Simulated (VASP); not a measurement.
Wanted: the native input for a VASP 6.6.1 run.

- Task: single point
- Functional: LDA
- Potentials or basis: VASP PAW LDA potentials, release 64 (Ni)
- Cutoff: 520 eV
- k mesh: 22 × 22 × 22
- Occupations: fermi-dirac, width 0.1 eV
- Spin: collinear spin, ferromagnetic start
- Starting moments: [1.0] μB
- Dipole correction: no
- Further INCAR settings: ALGO = Normal; EDIFF = 1e-07; NBANDS = 15

The structure of Ni lies in POSCAR:

```
Ni
1.0
   -1.2528237790      1.2528237790      1.2528237790
    1.2528237790     -1.2528237790      1.2528237790
    1.2528237790      1.2528237790     -1.2528237790
Ni
1
Direct
    0.0000000000      0.0000000000      0.0000000000
```

This cell differs from its parent crystal: volume scaled by 0.78.

The input as run:

INCAR

```
PREC     = Accurate       # precision mode
ENCUT    = 520            # plane-wave cutoff, eV
EDIFF    = 1E-7           # SCF threshold, eV
ISMEAR   = -1             # smearing method
SIGMA    = 0.1            # smearing width, eV
LREAL    = False          # projectors in reciprocal space
LASPH    = True           # aspherical terms in the spheres
NELM     = 150            # most SCF steps
ALGO     = Normal         # electronic algorithm
ISIF     = 2              # what is computed and relaxed
LWAVE    = False          # write WAVECAR
LCHARG   = False          # write CHGCAR
ISPIN    = 2              # spin polarisation
MAGMOM   = 1              # initial moments
LORBIT   = 11             # projections on sites
LMAXMIX  = 4              # l up to which the mixer works
NBANDS   = 15             # bands
```

KPOINTS

```
regular mesh
0
Gamma
  22 22 22
```

Potentials or basis: VASP PAW LDA potentials, release 64 (Ni).

Run with:

```bash
$ cat potpaw_LDA.64/Ni/POTCAR > POTCAR
$ mpirun -np 1 vasp_std > vasp.out
```

It gave:

| Property | Result |
| --- | --- |
| Pressure | 111.1 GPa |
| Band gap on the k mesh | zero (filled and empty bands overlap) |
| Net moment | 0.00 μB per cell |

Run time: 26 s on 1 thread of Intel(R) Xeon(R) Platinum 8488C (Sapphire Rapids), on a shared host, peak memory 0.16 GiB.
